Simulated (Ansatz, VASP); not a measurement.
# Ga3AsN2: VASP beside Ansatz

```
CELL_PARAMETERS angstrom
3.46782 0.00000 0.00000
-1.73391 3.00322 0.00000
0.00000 0.00000 8.79536
ATOMIC_POSITIONS crystal
Ga 0.00000 0.00000 0.04782
Ga 0.33333 0.66667 0.62527
Ga 0.66667 0.33333 0.33603
As 0.33333 0.66667 0.90925
N 0.66667 0.33333 0.56124
N 0.00000 0.00000 0.27040
```

Alike in both runs: functional PBE; k mesh 12 × 12 × 4; occupations gaussian, width 0.1 eV; no spin polarisation.

Ansatz relaxed the structure, and its values are those at the end. VASP's run is a single point on that final structure, the one shown.

|  | VASP | Ansatz |
| --- | --- | --- |
| version | VASP 6.6.1 | Ansatz 0.2.0 |
| potentials or method | VASP PAW PBE potentials, release 64 (Ga_d, As, N), cutoff 520 eV | scalar-relativistic, plane waves, PAW |
| valence electrons in the cell | 54 | 64 |

Ansatz gave:

| Property | Result |
| --- | --- |
| gap on the k mesh at the Fermi level (eV) | none |
| pressure (GPa) | 0.0 |
| rms of the force components (eV/Å) | 0.001 |

Task: Estimate VASP's values.

Result: gap on the k mesh at the Fermi level (eV): none; pressure (GPa): 0.3; rms of the force components (eV/Å): 0.005.

A gap of «none» marks a metal or a gap that the smearing closes. With one functional, cell and mesh, what is left measures potentials, basis and numerics. VASP's potentials hold 54 valence electrons a cell and Ansatz's 64, so a difference there can come from the potentials and not from the codes.
